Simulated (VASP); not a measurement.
Runs of VASP 6.6.1 on TiH. The structure is that of space group P6_3/mmc (No. 194), or close to it. The cells are those of the table. 

| task | cell | cutoff (eV) | gap on the mesh (eV) | pressure (GPa) |
| --- | --- | --- | --- | --- |
| single point | a = 2.631, b = 2.631, c = 4.801 Å, angles 90.0, 90.0, 120.0°, 4 atoms | 520 | none | (a) |
| relaxation of cell and atoms | relaxed to 40 GPa from a = 2.878, b = 2.878, c = 5.263 Å, angles 90.0, 90.0, 120.0°, 4 atoms | 600 | none | 40.0 |
| relaxation of cell and atoms | relaxed to 20 GPa from a = 2.878, b = 2.878, c = 5.263 Å, angles 90.0, 90.0, 120.0°, 4 atoms | 600 | none | 20.0 |
| relaxation of cell and atoms | relaxed to 60 GPa from a = 2.878, b = 2.878, c = 5.263 Å, angles 90.0, 90.0, 120.0°, 4 atoms | 600 | none | 60.1 |
| single point | a = 2.811, b = 2.811, c = 5.096 Å, angles 90.0, 90.0, 120.0°, 4 atoms | 520 | none | 0.1 |

Alike in all rows: level LDA; potentials or basis VASP PAW LDA potentials, release 64 (Ti_sv, H); no spin polarisation; k mesh 7 × 7 × 4; smearing methfessel-paxton 0.05 eV.

Problem. Fill in the values left out.

Solution. (a) 40.1.

Caveats: all runs use coarse meshes; the cell is relaxed towards a set pressure, so the enthalpy falls and the energy may rise (some runs).

A gap of «none» marks levels without a gap at the run's occupations.
